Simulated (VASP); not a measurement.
# Ba (Cmcm) in VASP: notebook

Ba is run at these levels: PBEsol; tasks: single point, relaxation of cell and atoms.

All numbers are computed with VASP 6.6.1; they aren't measurements. Logs are shortened: lines on timing, memory, paths and dates and some standing lists are left out, and cuts for length are marked.

**1. The cell of the first run**

It takes space group Cmcm (No. 63, orthorhombic). Conventional cell: a = 6.911 Å, b = 4.871 Å, c = 6.920 Å, α = 90.00°, β = 90.00°, γ = 90.00°. Ba (site symmetry m2m) has 14 Ba at 4.23 to 4.89 Å within 5.5 Å.

**2. Single point, PBEsol**

The input, INCAR:

```
SYSTEM = Ba
PREC = Accurate ; ENCUT = 520
EDIFF = 1E-6 ; ISMEAR = 0
SIGMA = 0.1 ; LREAL = .False.
LASPH = .True. ; NELM = 60
ALGO = Fast ; ISIF = 2
LWAVE = .False. ; LCHARG = .False.
GGA = PS ; NBANDS = 17
```

The input, KPOINTS:

```
Automatic mesh
0
Gamma
  10 10 6
  0 0 0
```

The input, POSCAR:

```
Ba
1.0
    3.4555076832     -2.4353963393      0.0000000000
    3.4555076832      2.4353963393      0.0000000000
    0.0000000000      0.0000000000      6.9195678502
Ba
2
Direct
    0.7507128665      0.2492871335      0.2500000000
    0.2492871335      0.7507128665      0.7500000000
```

Potentials or basis: VASP PAW PBE potentials, release 64 (Ba_sv).

Run with:

```console
$ cat potpaw_PBE.64/Ba_sv/POTCAR > POTCAR
$ mpirun -np 1 vasp_std > vasp.out
```

OUTCAR:

```text
SYSTEM = Ba
   PREC = Accurate
   ENCUT = 520
   EDIFF = 1E-6
   ISMEAR = 0
   LREAL = .False.
   LASPH = .True.
   NELM = 60
   ISIF = 2
   GGA = PS

 ion  position               nearest neighbor table
   1  0.751  0.249  0.250-   2 4.23   2 4.23   2 4.23   2 4.23
   2  0.249  0.751  0.750-   1 4.23   1 4.23   1 4.23   1 4.23

  LATTYP: Found a base centered orthorhombic cell.
 ALAT       =     4.8707926786
 B/A-ratio  =     1.4188687186
 C/A-ratio  =     1.4206245896

  Lattice vectors:

 A1 = (  -3.4555076832,  -2.4353963393,   0.0000000000)
 A2 = (   3.4555076832,  -2.4353963393,   0.0000000000)
 A3 = (   0.0000000000,   0.0000000000,   6.9195678502)

Analysis of symmetry for initial positions (statically):
=====================================================================
 Subroutine PRICEL returns:
 Original cell was already a primitive cell.

 Routine SETGRP: Setting up the symmetry group for a
 base centered orthorhombic supercell.

 Subroutine GETGRP returns: Found  8 space group operations
 (whereof  4 operations were pure point group operations)
 out of a pool of  8 trial point group operations.

The static configuration has the point symmetry C_2h.
 The point group associated with its full space group is D_2h.

Analysis of symmetry for dynamics (positions and initial velocities):
=====================================================================
 Subroutine PRICEL returns:
 Original cell was already a primitive cell.

 Routine SETGRP: Setting up the symmetry group for a
 base centered orthorhombic supercell.

 Subroutine GETGRP returns: Found  8 space group operations
 (whereof  4 operations were pure point group operations)
 out of a pool of  8 trial point group operations.

The dynamic configuration has the point symmetry C_2h.
 The point group associated with its full space group is D_2h.

 Subroutine INISYM returns: Found  8 space group operations
 (whereof  4 operations are pure point group operations),
 and found     1 'primitive' translations

----------------------------------------------------------------------------------------

                                     Primitive cell

  volume of cell :     116.4637

  direct lattice vectors                    reciprocal lattice vectors
     3.455507683 -2.435396339  0.000000000     0.144696538 -0.205305392  0.000000000
     3.455507683  2.435396339  0.000000000     0.144696538  0.205305392  0.000000000
     0.000000000  0.000000000  6.919567850     0.000000000  0.000000000  0.144517696

  length of vectors
     4.227492008  4.227492008  6.919567850     0.251172037  0.251172037  0.144517696

  position of ions in fractional coordinates (direct lattice)
     0.750712867  0.249287133  0.250000000
     0.249287133  0.750712867  0.750000000

  ion indices of the primitive-cell ions
   primitive index   ion index
                 1           1
                 2           2

----------------------------------------------------------------------------------------

 KPOINTS: Automatic mesh

Automatic generation of k-mesh.
 Grid dimensions read from file:
 generate k-points for:   10   10    6

 Generating k-lattice:

  Cartesian coordinates                     Fractional coordinates (reciprocal lattice)
     0.014469654 -0.020530539  0.000000000     0.100000000  0.000000000  0.000000000
     0.014469654  0.020530539  0.000000000     0.000000000  0.100000000  0.000000000
     0.000000000  0.000000000  0.024086283     0.000000000  0.000000000  0.166666667

  Length of vectors
     0.025117204  0.025117204  0.024086283

  Shift w.r.t. Gamma in fractional coordinates (k-lattice)
     0.000000000  0.000000000  0.000000000

 Subroutine IBZKPT returns following result:
 ===========================================

 Found    124 irreducible k-points:

 Following reciprocal coordinates:
            Coordinates               Weight
  0.000000  0.000000  0.000000      1.000000
  0.100000 -0.000000  0.000000      4.000000
  0.200000 -0.000000  0.000000      4.000000
  0.300000  0.000000  0.000000      4.000000
  0.400000  0.000000  0.000000      4.000000
  0.500000  0.000000  0.000000      2.000000
[... 16 lines left out ...]
  0.300000  0.300000  0.000000      2.000000
  0.400000  0.300000  0.000000      4.000000
 [... further k-points ...]
   k-points           NKPTS =    124   k-points in BZ     NKDIM =    124   number of bands    NBANDS=     17
   number of dos      NEDOS =    301   number of ions     NIONS =      2
   total plane-waves  NPLWV =  55296
   dimension x,y,z NGX =    32 NGY =   32 NGZ =   54
   dimension x,y,z NGXF=    64 NGYF=   64 NGZF=  108
   ions per type =               2
   NGX,Y,Z   is equivalent  to a cutoff of  12.58, 12.58, 12.97 a.u.
   NGXF,Y,Z  is equivalent  to a cutoff of  25.17, 25.17, 25.95 a.u.
 SYSTEM =  Ba
   PREC   = accura    normal or accurate (medium, high low for compatibility)
   ISTART =      0    job   : 0-new  1-cont  2-samecut
   ICHARG =      2    charge: 1-file 2-atom 10-const
   ISPIN  =      1    spin polarized calculation?
   LNONCOLLINEAR =      F non collinear calculations
   LSORBIT =      F    spin-orbit coupling
   LASPH  =      T    aspherical Exc in radial PAW
   ENCUT  =  520.0 eV  38.22 Ry    6.18 a.u.   7.86  7.86 12.87*2*pi/ulx,y,z
   NELM   =     60;   NELMIN=  2; NELMDL= -5     # of ELM steps
   EDIFF  = 0.1E-05   stopping-criterion for ELM
   LREAL  =      F    real-space projection
   EDIFFG = 0.1E-04   stopping-criterion for IOM
   NSW    =      0    number of steps for IOM
   IBRION =     -1    ionic relax: 0-MD 1-quasi-New 2-CG
   NFREE  =      0    steps in history (QN), initial steepest desc. (CG)
   ISIF   =      2    stress and relaxation
   ISYM   =      2    0-nonsym 1-usesym 2-fastsym
   POTIM  = 0.5000    time-step for ionic-motion
   TEBEG  =    0.0;   TEEND  =   0.0 temperature during run
   PSTRESS=    0.0 pullay stress
   NELECT =      20.0000    total number of electrons
   NUPDOWN=      -1.0000    fix difference up-down
   EMIN   =  10.00;   EMAX   =-10.00  energy-range for DOS
   EFERMI =   0.00;   METHOD = LEGACY
   ISMEAR =     0;   SIGMA  =   0.10  broadening in eV -4-tet -1-fermi 0-gaus
   EFERMI_NEDOS =   21; number of points for ismear=-14 and -15
   IALGO  =     68    algorithm
   IMIX   =      4    mixing-type and parameters
     AMIX     =   0.40;   BMIX     =  1.00
     AMIX_MAG =   1.60;   BMIX_MAG =  1.00
  volume/ion in A,a.u.               =      58.23       392.97
  Fermi-wavevector in a.u.,A,eV,Ry     =   0.909958  1.719571 11.265944  0.828024
  Thomas-Fermi vector in A             =   2.034064
   LORBIT       =      0    0 simple, 1 ext, 2 COOP (PROOUT), +10 PAW based schemes
   GGA     = PS    functional components
   LHFCALC =     F    Hartree Fock is set to
   AEXX    =    0.0000 exact exchange contribution
   IVDW    =     0    specifies the selected vdW correction
   LEPSILON=     F    determine dielectric tensor
   LRPA    =     F    only Hartree local field effects (RPA)
 non-spin polarized calculation
 RMM-DIIS sequential band-by-band and
 Gauss-broadening in eV      SIGMA  =   0.10
  energy-cutoff  :      520.00
  volume of cell :      116.46
 maximum number of plane-waves:      3160
   NGX = 15   NGY = 15   NGZ = 25

 number of electron      20.0000000 magnetization

 Free energy of the ion-electron system (eV)
  ---------------------------------------------------
  ext. energy  EPLUGINS =         0.00000000
  ---------------------------------------------------
  free energy    TOTEN  =        -4.30317529 eV

  energy without entropy =       -4.29057421  energy(sigma->0) =       -4.29687475

 E-fermi :   1.7782     XC(G=0):  -7.7671

 val. band max:        1.7776376566   @ k =   0.5000   0.2000   0.0000
 cond. band min:       1.7809710841   @ k =  -0.4000   0.2000   0.1667
 fundamental gap:      0.0033334275
 Fermi energy:         1.7781658323

 k-point     1 :       0.0000    0.0000    0.0000
  band No.  band energies     occupation
      1     -26.9288      2.00000
      2     -26.8675      2.00000
      3     -12.4051      2.00000
      4     -11.9958      2.00000
      5     -11.8117      2.00000
      6     -11.8082      2.00000
[... 9 lines left out ...]
     16       5.2135      0.00000
     17       5.2439      0.00000

 k-point     2 :       0.1000   -0.0000    0.0000
  band No.  band energies     occupation
      1     -26.9243      2.00000
      2     -26.8660      2.00000
      3     -12.3864      2.00000
      4     -12.0150      2.00000
      5     -11.8558      2.00000
      6     -11.8338      2.00000
[... 9 lines left out ...]
     16       5.0417      0.00000
     17       5.0979      0.00000

 k-point     3 :       0.2000   -0.0000    0.0000
  band No.  band energies     occupation
      1     -26.9123      2.00000
      2     -26.8626      2.00000
      3     -12.3332      2.00000
      4     -12.0846      2.00000
      5     -11.9788      2.00000
      6     -11.8685      2.00000
[... 9 lines left out ...]
     16       4.7496      0.00000
     17       5.1488      0.00000

 k-point     4 :       0.3000    0.0000    0.0000
  band No.  band energies     occupation
      1     -26.8959      2.00000
      2     -26.8597      2.00000
      3     -12.2531      2.00000
      4     -12.1904      2.00000
      5     -12.1266      2.00000
      6     -11.8992      2.00000
[... 9 lines left out ...]
     16       5.1204      0.00000
     17       5.4697      0.00000

 k-point     5 :       0.4000    0.0000    0.0000
  band No.  band energies     occupation
      1     -26.8796      2.00000
      2     -26.8605      2.00000
      3     -12.2765      2.00000
      4     -12.2460      2.00000
      5     -12.1578      2.00000
      6     -11.9710      2.00000
[... 9 lines left out ...]
     16       5.3487      0.00000
     17       5.7032      0.00000

 k-point     6 :       0.5000    0.0000    0.0000
  band No.  band energies     occupation
      1     -26.8673      2.00000
      2     -26.8667      2.00000
      3     -12.3003      2.00000
      4     -12.2999      2.00000
      5     -12.0626      2.00000
      6     -12.0572      2.00000
[... 9 lines left out ...]
     16       5.0498      0.00000
     17       5.7557      0.00000

 k-point     7 :       0.1000    0.1000    0.0000
  band No.  band energies     occupation
      1     -26.9229      2.00000
      2     -26.8632      2.00000
      3     -12.3879      2.00000
      4     -12.0176      2.00000
      5     -11.8697      2.00000
      6     -11.8534      2.00000
[... 9 lines left out ...]
     16       4.5835      0.00000
     17       4.9725      0.00000

 k-point     8 :       0.2000    0.1000    0.0000
  band No.  band energies     occupation
      1     -26.9137      2.00000
      2     -26.8583      2.00000
      3     -12.3542      2.00000
      4     -12.0700      2.00000
      5     -11.9737      2.00000
      6     -11.8909      2.00000
[... 9 lines left out ...]
     16       4.4162      0.00000
     17       4.9548      0.00000
[... 203 lines left out ...]
      1     -26.8724      2.00000
      2     -26.8461      2.00000
      3     -12.2853      2.00000
      4     -12.2790      2.00000
      5     -12.1637      2.00000
      6     -11.9923      2.00000
[... 9 lines left out ...]
     16       5.5872      0.00000
     17       5.6415      0.00000

 k-point    20 :      -0.4000    0.2000    0.0000
  band No.  band energies     occupation
      1     -26.8656      2.00000
      2     -26.8560      2.00000
      3     -12.2603      2.00000
      4     -12.2500      2.00000
      5     -12.0859      2.00000
      6     -12.0133      2.00000
[... 9 lines left out ...]
     16       5.4117      0.00000
     17       5.8511      0.00000

 k-point    21 :      -0.3000    0.2000    0.0000
  band No.  band energies     occupation
      1     -26.8711      2.00000
      2     -26.8630      2.00000
      3     -12.1753      2.00000
      4     -12.1625      2.00000
      5     -12.1074      2.00000
      6     -12.0451      2.00000
[... 9 lines left out ...]
     16       5.0876      0.00000
     17       5.8318      0.00000

 k-point    22 :      -0.2000    0.2000    0.0000
  band No.  band energies     occupation
      1     -26.8882      2.00000
      2     -26.8633      2.00000
      3     -12.2014      2.00000
      4     -12.1018      2.00000
      5     -12.0624      2.00000
      6     -12.0183      2.00000
[... 9 lines left out ...]
     16       4.4784      0.00000
     17       5.9605      0.00000

 k-point    23 :       0.3000    0.3000    0.0000
  band No.  band energies     occupation
      1     -26.8885      2.00000
      2     -26.8379      2.00000
      3     -12.2846      2.00000
      4     -12.2120      2.00000
      5     -12.1420      2.00000
      6     -12.0862      2.00000
[... 9 lines left out ...]
     16       5.0799      0.00000
     17       5.4058      0.00000

 k-point    24 :       0.4000    0.3000    0.0000
  band No.  band energies     occupation
      1     -26.8789      2.00000
      2     -26.8332      2.00000
      3     -12.2902      2.00000
      4     -12.2469      2.00000
      5     -12.2106      2.00000
      6     -12.0998      2.00000
[... 9 lines left out ...]
     16       5.4045      0.00000
     17       5.5957      0.00000

 [... further k-points ...]

------------------------ aborting loop because EDIFF is reached ----------------------------------------

  FORCE on cell =-STRESS in cart. coord.  units (eV):
  Direction    XX          YY          ZZ          XY          YZ          ZX
  --------------------------------------------------------------------------------------
  -------------------------------------------------------------------------------------
  Total        0.0457817      0.0740739      0.0491796      0.0000000     -0.0000000      0.0000000
  in kB        0.6298138      1.0190260      0.6765577      0.0000000     -0.0000000      0.0000000
  external PRESSURE =       0.7751325 kB  Pullay stress =       0.0000000 kB

 VOLUME and BASIS-vectors are now :
 -----------------------------------------------------------------------------
  energy-cutoff  :      520.00
  volume of cell :      116.46
      direct lattice vectors                 reciprocal lattice vectors
     3.455507683 -2.435396339  0.000000000     0.144696538 -0.205305392  0.000000000
     3.455507683  2.435396339  0.000000000     0.144696538  0.205305392  0.000000000
     0.000000000  0.000000000  6.919567850     0.000000000  0.000000000  0.144517696

 POSITION                                       TOTAL-FORCE (eV/Angst)
 -----------------------------------------------------------------------------------
      3.45551     -1.22117      1.72989         0.000000      0.004803     -0.000000
      3.45551      1.22117      5.18968         0.000000     -0.004803      0.000000
 -----------------------------------------------------------------------------------
    total drift:                                0.000000     -0.000000      0.000000

  FREE ENERGIE OF THE ION-ELECTRON SYSTEM (eV)
  ---------------------------------------------------
  free  energy   TOTEN  =        -4.3031752870 eV

  energy  without entropy=       -4.2905742142  energy(sigma->0) =       -4.29687475
```

Run time: 4.1 min. Hardware: 1 thread of Intel Xeon Platinum 8259CL at 2.50GHz (Skylake/Cascade Lake), shared host; peak memory 0.37 GiB.

Results:

* Free energy: -4.3032 eV
* Pressure: 0.1 GPa
* Largest force: 0.005 eV/Å
* Band gap on the k mesh: zero (bands 10 and 11 overlap by 1.11 eV)

Forces on the atoms (eV/Å):
```
Ba   0.000  0.005  0.000
Ba   0.000 -0.005  0.000
```

Caveat: the PAW data sets were made with another functional, which shifts forces and pressure a little; spin-orbit coupling is left out, which moves the levels of the heavy elements.

**3. Relaxation of cell and atoms, PBEsol**

The input, INCAR:

```
ALGO = Fast
EDIFF = 1E-7
EDIFFG = -0.005
ENCUT = 600
GGA = PS
IBRION = 2
ISIF = 3
ISMEAR = 0
LASPH = T
LCHARG = F
LREAL = F
LWAVE = F
NELM = 100
NSW = 100
PREC = Accurate
SIGMA = 0.1
```

The input, KPOINTS:

```
k-points
0
Gamma
  10 10 6
```

POSCAR is that of step 2.

Potentials or basis: VASP PAW PBE potentials, release 64 (Ba_sv).

Run with:

```console
$ cat potpaw_PBE.64/Ba_sv/POTCAR > POTCAR
$ mpirun -np 1 vasp_std > vasp.out
```

Run time: 25 min. Hardware: 1 thread of Intel Xeon Platinum 8259CL at 2.50GHz (Skylake/Cascade Lake), shared host; peak memory 0.43 GiB.

It converged, with:

- Free energy: -4.3033 eV
- Relaxed volume: 58.64 Å³/atom
- Relaxed cell: a = 4.237 Å, b = 4.237 Å, c = 6.920 Å, α = 90.00°, β = 90.00°, γ = 70.73°
- Space group after relaxing (to 0.1 Å): Im-3m (No. 229)
- Energy gained by relaxing: 0.1 meV/atom
- Ionic steps: 9
- Pressure after relaxing: 0.0 GPa
- Band gap on the k mesh: zero (bands 10 and 11 overlap by 1.10 eV)

The path:
```csv
step,energy change (eV),largest force (eV/Å),pressure (GPa),volume (Å³)
1,0.0000,0.0048,0.07,116.46
2,-0.0002,0.0045,0.03,116.91
3,-0.0002,0.0042,-0.02,117.33
4,-0.0002,0.0042,0.01,117.22
5,-0.0002,0.0043,0.00,117.27
6,-0.0002,0.0041,0.00,117.30
7,-0.0002,0.0040,0.00,117.30
8,-0.0003,0.0031,0.00,117.29
9,-0.0003,0.0010,0.00,117.28
```

Final structure:
```
Ba
1.0
     3.45535   -2.45228    0.00000
     3.45535    2.45228    0.00000
     0.00000    0.00000    6.92037
Ba
2
Direct
  0.75018 0.24982 0.25000
  0.24982 0.75018 0.75000
```

Levels at points of the mesh, in eV from the Fermi level:
```tsv
k point	band 6	band 7	band 8	band 9	band 10	band 11	band 12	band 13	band 14
(0.00, 0.00, 0.00)	-13.60	-13.60	-13.60	-2.78	-0.93	0.67	1.51	1.90	1.93
(0.50, 0.00, 0.00)	-13.85	-13.66	-13.66	-0.38	-0.38	0.52	0.53	0.95	0.95
(0.50, 0.50, 0.00)	-14.00	-13.79	-13.61	-0.93	-0.62	-0.62	0.67	1.52	3.44
(0.00, 0.00, 0.50)	-13.70	-13.60	-13.60	-1.70	-1.70	1.18	1.18	1.23	1.23
(0.50, 0.00, 0.50)	-13.79	-13.61	-13.61	-0.93	-0.93	0.69	0.69	1.51	1.51
(0.50, 0.50, 0.50)	-13.90	-13.81	-13.81	-0.24	-0.24	0.22	0.22	1.91	1.91
```

Caveat: the PAW data sets were made with another functional, which shifts forces and pressure a little; spin-orbit coupling is left out, which moves the levels of the heavy elements.
